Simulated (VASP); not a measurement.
# CsPbBr3 (Pm-3m) in VASP: single point with PBE

Aim: the single point of CsPbBr3 with PBE.

Program: VASP 6.6.1. These are calculated values, not measurements. Logs are shortened: lines on timing, memory, paths and dates and some standing lists are left out, and cuts for length are marked.

## Step 1: The cell of the first run

Symmetry: Pm-3m, No. 221, cubic system. Conventional cell: a = 5.999 Å, b = 5.999 Å, c = 5.999 Å, α = 90.00°, β = 90.00°, γ = 90.00°. Pb (site symmetry m-3m) has 6 Br at 3.00 Å within 3.9 Å. Br (site symmetry 4/mmm) has 2 Pb at 3.00 Å within 3.9 Å. Within 5.6 Å of Cs (site symmetry m-3m) lie 12 Br at 4.24 Å and 8 Pb at 5.20 Å.

## Step 2: Single point, PBE

Input file INCAR:

```
SYSTEM = CsPbBr3
PREC = Accurate
ENCUT = 520
EDIFF = 1E-6
ISMEAR = -1
SIGMA = 0.1
LREAL = .False.
LASPH = .True.
NELM = 60
ALGO = Normal
ISIF = 2
LWAVE = .False.
LCHARG = .False.
GGA = PE
NBANDS = 30
```

Input file KPOINTS:

```
regular mesh
0
Gamma
  5 5 5
  0 0 0
```

Input file POSCAR:

```
CsPbBr3
1.0
    5.9989531540      0.0000000000      0.0000000000
    0.0000000000      5.9989531540      0.0000000000
    0.0000000000      0.0000000000      5.9989531540
Pb Br Cs
1 3 1
Direct
    0.5000000000      0.5000000000      0.5000000000
    0.0000000000      0.5000000000      0.5000000000
    0.5000000000      0.0000000000      0.5000000000
    0.5000000000      0.5000000000      0.0000000000
    0.0000000000      0.0000000000      0.0000000000
```

Potentials or basis: VASP PAW PBE potentials, release 64 (Pb_d, Br, Cs_sv).

On the command line:

```sh
$ cat potpaw_PBE.64/Pb_d/POTCAR potpaw_PBE.64/Br/POTCAR potpaw_PBE.64/Cs_sv/POTCAR > POTCAR
$ mpirun -np 1 vasp_std > vasp.out
```

OUTCAR:

```text
SYSTEM = CsPbBr3
   PREC = Accurate
   ENCUT = 520
   EDIFF = 1E-6
   ISMEAR = -1
   LREAL = .False.
   LASPH = .True.
   NELM = 60
   ISIF = 2
   GGA = PE

 ion  position               nearest neighbor table
   1  0.500  0.500  0.500-   2 3.00   3 3.00   4 3.00   4 3.00   3 3.00   2 3.00
   2  0.000  0.500  0.500-   1 3.00   1 3.00
   3  0.500  0.000  0.500-   1 3.00   1 3.00
   4  0.500  0.500  0.000-   1 3.00   1 3.00
   5  0.000  0.000  0.000-

  LATTYP: Found a simple cubic cell.
 ALAT       =     5.9989531540

  Lattice vectors:

 A1 = (   5.9989531540,   0.0000000000,   0.0000000000)
 A2 = (   0.0000000000,   5.9989531540,   0.0000000000)
 A3 = (   0.0000000000,   0.0000000000,   5.9989531540)

Analysis of symmetry for initial positions (statically):
=====================================================================
 Subroutine PRICEL returns:
 Original cell was already a primitive cell.

 Routine SETGRP: Setting up the symmetry group for a
 simple cubic supercell.

 Subroutine GETGRP returns: Found 48 space group operations
 (whereof 48 operations were pure point group operations)
 out of a pool of 48 trial point group operations.

The static configuration has the point symmetry O_h .

Analysis of symmetry for dynamics (positions and initial velocities):
=====================================================================
 Subroutine PRICEL returns:
 Original cell was already a primitive cell.

 Routine SETGRP: Setting up the symmetry group for a
 simple cubic supercell.

 Subroutine GETGRP returns: Found 48 space group operations
 (whereof 48 operations were pure point group operations)
 out of a pool of 48 trial point group operations.

The dynamic configuration has the point symmetry O_h .

 Subroutine INISYM returns: Found 48 space group operations
 (whereof 48 operations are pure point group operations),
 and found     1 'primitive' translations

----------------------------------------------------------------------------------------

                                     Primitive cell

  volume of cell :     215.8870

  direct lattice vectors                    reciprocal lattice vectors
     5.998953154  0.000000000  0.000000000     0.166695751  0.000000000  0.000000000
     0.000000000  5.998953154  0.000000000     0.000000000  0.166695751  0.000000000
     0.000000000  0.000000000  5.998953154     0.000000000  0.000000000  0.166695751

  length of vectors
     5.998953154  5.998953154  5.998953154     0.166695751  0.166695751  0.166695751

  position of ions in fractional coordinates (direct lattice)
     0.500000000  0.500000000  0.500000000
     0.000000000  0.500000000  0.500000000
     0.500000000  0.000000000  0.500000000
     0.500000000  0.500000000  0.000000000
     0.000000000  0.000000000  0.000000000

  ion indices of the primitive-cell ions
   primitive index   ion index
                 1           1
                 2           2
                 3           3
                 4           4
                 5           5

----------------------------------------------------------------------------------------

 KPOINTS: regular mesh

Automatic generation of k-mesh.
 Grid dimensions read from file:
 generate k-points for:    5    5    5

 Generating k-lattice:

  Cartesian coordinates                     Fractional coordinates (reciprocal lattice)
     0.033339150  0.000000000  0.000000000     0.200000000  0.000000000  0.000000000
     0.000000000  0.033339150  0.000000000     0.000000000  0.200000000  0.000000000
     0.000000000  0.000000000  0.033339150     0.000000000  0.000000000  0.200000000

  Length of vectors
     0.033339150  0.033339150  0.033339150

  Shift w.r.t. Gamma in fractional coordinates (k-lattice)
     0.000000000  0.000000000  0.000000000

 Subroutine IBZKPT returns following result:
 ===========================================

 Found     10 irreducible k-points:

 Following reciprocal coordinates:
            Coordinates               Weight
  0.000000  0.000000  0.000000      1.000000
  0.200000  0.000000  0.000000      6.000000
  0.400000  0.000000  0.000000      6.000000
  0.200000  0.200000  0.000000     12.000000
  0.400000  0.200000  0.000000     24.000000
  0.400000  0.400000  0.000000     12.000000
  0.200000  0.200000  0.200000      8.000000
  0.400000  0.200000  0.200000     24.000000
  0.400000  0.400000  0.200000     24.000000
  0.400000  0.400000  0.400000      8.000000
   k-points           NKPTS =     10   k-points in BZ     NKDIM =     10   number of bands    NBANDS=     30
   number of dos      NEDOS =    301   number of ions     NIONS =      5
   total plane-waves  NPLWV = 110592
   dimension x,y,z NGX =    48 NGY =   48 NGZ =   48
   dimension x,y,z NGXF=    96 NGYF=   96 NGZF=   96
   ions per type =               1   3   1
   NGX,Y,Z   is equivalent  to a cutoff of  13.30, 13.30, 13.30 a.u.
   NGXF,Y,Z  is equivalent  to a cutoff of  26.60, 26.60, 26.60 a.u.
 SYSTEM =  CsPbBr3
   PREC   = accura    normal or accurate (medium, high low for compatibility)
   ISTART =      0    job   : 0-new  1-cont  2-samecut
   ICHARG =      2    charge: 1-file 2-atom 10-const
   ISPIN  =      1    spin polarized calculation?
   LNONCOLLINEAR =      F non collinear calculations
   LSORBIT =      F    spin-orbit coupling
   LASPH  =      T    aspherical Exc in radial PAW
   ENCUT  =  520.0 eV  38.22 Ry    6.18 a.u.  11.15 11.15 11.15*2*pi/ulx,y,z
   NELM   =     60;   NELMIN=  2; NELMDL= -5     # of ELM steps
   EDIFF  = 0.1E-05   stopping-criterion for ELM
   LREAL  =      F    real-space projection
[... 7 lines left out ...]
   TEBEG  =    0.0;   TEEND  =   0.0 temperature during run
   PSTRESS=    0.0 pullay stress
   NELECT =      44.0000    total number of electrons
   NUPDOWN=      -1.0000    fix difference up-down
   EMIN   =  10.00;   EMAX   =-10.00  energy-range for DOS
   EFERMI =   0.00;   METHOD = LEGACY
   ISMEAR =    -1;   SIGMA  =   0.10  broadening in eV -4-tet -1-fermi 0-gaus
   EFERMI_NEDOS =   21; number of points for ismear=-14 and -15
   IALGO  =     38    algorithm
   IMIX   =      4    mixing-type and parameters
     AMIX     =   0.40;   BMIX     =  1.00
     AMIX_MAG =   1.60;   BMIX_MAG =  1.00
  volume/ion in A,a.u.               =      43.18       291.38
  Fermi-wavevector in a.u.,A,eV,Ry     =   0.963423  1.820605 12.628703  0.928183
  Thomas-Fermi vector in A             =   2.092967
   LORBIT       =      0    0 simple, 1 ext, 2 COOP (PROOUT), +10 PAW based schemes
   GGA     = PE    functional components
[... 5 lines left out ...]
 non-spin polarized calculation
  energy-cutoff  :      520.00
  volume of cell :      215.89
 maximum number of plane-waves:      5827
 NGX is ok and might be reduce to    48
   NGX = 23   NGY = 23   NGZ = 23

 number of electron      43.9999992 magnetization

 Free energy of the ion-electron system (eV)
  ---------------------------------------------------
  ext. energy  EPLUGINS =         0.00000000
  ---------------------------------------------------
  free energy    TOTEN  =       -15.90605024 eV

  energy without entropy =      -15.90604949  energy(sigma->0) =      -15.90604986

 E-fermi :   1.3842     XC(G=0):  -7.3712

 val. band max:        0.0550968912   @ k =   0.4000   0.4000   0.4000
 cond. band min:       2.8001274090   @ k =   0.4000   0.4000   0.4000
 fundamental gap:      2.7450305178
 Fermi energy:         1.3842282359

 k-point     1 :       0.0000    0.0000    0.0000
  band No.  band energies     occupation
      1     -20.6330      2.00000
      2     -16.0427      2.00000
      3     -16.0427      2.00000
      4     -15.9335      2.00000
      5     -15.9335      2.00000
      6     -15.9335      2.00000
[... 22 lines left out ...]
     29       6.4417      0.00000
     30       6.4417      0.00000

 k-point     2 :       0.2000    0.0000    0.0000
  band No.  band energies     occupation
      1     -20.6327      2.00000
      2     -16.0427      2.00000
      3     -16.0279      2.00000
      4     -15.9337      2.00000
      5     -15.9337      2.00000
      6     -15.9335      2.00000
[... 22 lines left out ...]
     29       5.9315      0.00000
     30       6.5096      0.00000

 k-point     3 :       0.4000    0.0000    0.0000
  band No.  band energies     occupation
      1     -20.6323      2.00000
      2     -16.0427      2.00000
      3     -16.0034      2.00000
      4     -15.9341      2.00000
      5     -15.9341      2.00000
      6     -15.9335      2.00000
[... 22 lines left out ...]
     29       6.2283      0.00000
     30       7.0423      0.00000

 k-point     4 :       0.2000    0.2000    0.0000
  band No.  band energies     occupation
      1     -20.6325      2.00000
      2     -16.0354      2.00000
      3     -16.0201      2.00000
      4     -15.9340      2.00000
      5     -15.9337      2.00000
      6     -15.9337      2.00000
[... 22 lines left out ...]
     29       6.1604      0.00000
     30       6.5317      0.00000

 k-point     5 :       0.4000    0.2000    0.0000
  band No.  band energies     occupation
      1     -20.6321      2.00000
      2     -16.0329      2.00000
      3     -15.9976      2.00000
      4     -15.9343      2.00000
      5     -15.9341      2.00000
      6     -15.9337      2.00000
[... 22 lines left out ...]
     29       6.4309      0.00000
     30       6.9326      0.00000

 k-point     6 :       0.4000    0.4000    0.0000
  band No.  band energies     occupation
      1     -20.6318      2.00000
      2     -16.0237      2.00000
      3     -15.9813      2.00000
      4     -15.9347      2.00000
      5     -15.9341      2.00000
      6     -15.9341      2.00000
[... 22 lines left out ...]
     29       6.6832      0.00000
     30       6.7871      0.00000

 k-point     7 :       0.2000    0.2000    0.2000
  band No.  band energies     occupation
      1     -20.6323      2.00000
      2     -16.0201      2.00000
      3     -16.0201      2.00000
      4     -15.9339      2.00000
      5     -15.9339      2.00000
      6     -15.9339      2.00000
[... 22 lines left out ...]
     29       6.5103      0.00000
     30       6.5104      0.00000

 k-point     8 :       0.4000    0.2000    0.2000
  band No.  band energies     occupation
      1     -20.6319      2.00000
      2     -16.0200      2.00000
      3     -15.9949      2.00000
      4     -15.9343      2.00000
      5     -15.9343      2.00000
      6     -15.9339      2.00000
[... 22 lines left out ...]
     29       6.7190      0.00000
     30       6.8162      0.00000

 k-point     9 :       0.4000    0.4000    0.2000
  band No.  band energies     occupation
      1     -20.6316      2.00000
      2     -16.0077      2.00000
      3     -15.9813      2.00000
      4     -15.9347      2.00000
      5     -15.9343      2.00000
      6     -15.9343      2.00000
[... 22 lines left out ...]
     29       6.5355      0.00000
     30       6.7224      0.00000

 k-point    10 :       0.4000    0.4000    0.4000
  band No.  band energies     occupation
      1     -20.6313      2.00000
      2     -15.9813      2.00000
      3     -15.9813      2.00000
      4     -15.9347      2.00000
      5     -15.9347      2.00000
      6     -15.9347      2.00000
[... 22 lines left out ...]
     29       6.1693      0.00000
     30       7.0806      0.00000

------------------------ aborting loop because EDIFF is reached ----------------------------------------

  FORCE on cell =-STRESS in cart. coord.  units (eV):
  Direction    XX          YY          ZZ          XY          YZ          ZX
  --------------------------------------------------------------------------------------
  -------------------------------------------------------------------------------------
  Total       -0.0154141     -0.0154141     -0.0154141     -0.0000000      0.0000000      0.0000000
  in kB       -0.1143939     -0.1143939     -0.1143939     -0.0000000      0.0000000      0.0000000
  external PRESSURE =      -0.1143939 kB  Pullay stress =       0.0000000 kB

 VOLUME and BASIS-vectors are now :
 -----------------------------------------------------------------------------
  energy-cutoff  :      520.00
  volume of cell :      215.89
      direct lattice vectors                 reciprocal lattice vectors
     5.998953154  0.000000000  0.000000000     0.166695751  0.000000000  0.000000000
     0.000000000  5.998953154  0.000000000     0.000000000  0.166695751  0.000000000
     0.000000000  0.000000000  5.998953154     0.000000000  0.000000000  0.166695751

 POSITION                                       TOTAL-FORCE (eV/Angst)
 -----------------------------------------------------------------------------------
      2.99948      2.99948      2.99948         0.000000      0.000000      0.000000
      0.00000      2.99948      2.99948         0.000000      0.000000      0.000000
      2.99948      0.00000      2.99948         0.000000      0.000000      0.000000
      2.99948      2.99948      0.00000         0.000000      0.000000      0.000000
      0.00000      0.00000      0.00000         0.000000      0.000000      0.000000
 -----------------------------------------------------------------------------------
    total drift:                                0.000000     -0.000000     -0.000000

  FREE ENERGIE OF THE ION-ELECTRON SYSTEM (eV)
  ---------------------------------------------------
  free  energy   TOTEN  =       -15.9060502360 eV

  energy  without entropy=      -15.9060494858  energy(sigma->0) =      -15.90604986
```

It took 60 s on 1 thread of Intel Xeon Platinum 8259CL at 2.50GHz (Skylake/Cascade Lake), shared host; peak memory 0.35 GiB.

What came out:

```
Free energy            : -15.9061 eV
Pressure               : 0.0 GPa
Band gap on the k mesh : 2.75 eV, direct
```

Levels at points of the mesh, in eV from the valence-band top:
| k point | band 18 | band 19 | band 20 | band 21 | band 22 | band 23 | band 24 | band 25 | band 26 | band 27 |
| --- | --- | --- | --- | --- | --- | --- | --- | --- | --- | --- |
| (0.00, 0.00, 0.00) | -1.21 | -1.21 | -1.12 | -1.12 | -1.12 | 3.82 | 5.02 | 5.02 | 5.75 | 5.75 |

Caveat: spin-orbit coupling is left out, which moves the levels of the heavy elements. A k mesh can miss the band edges.
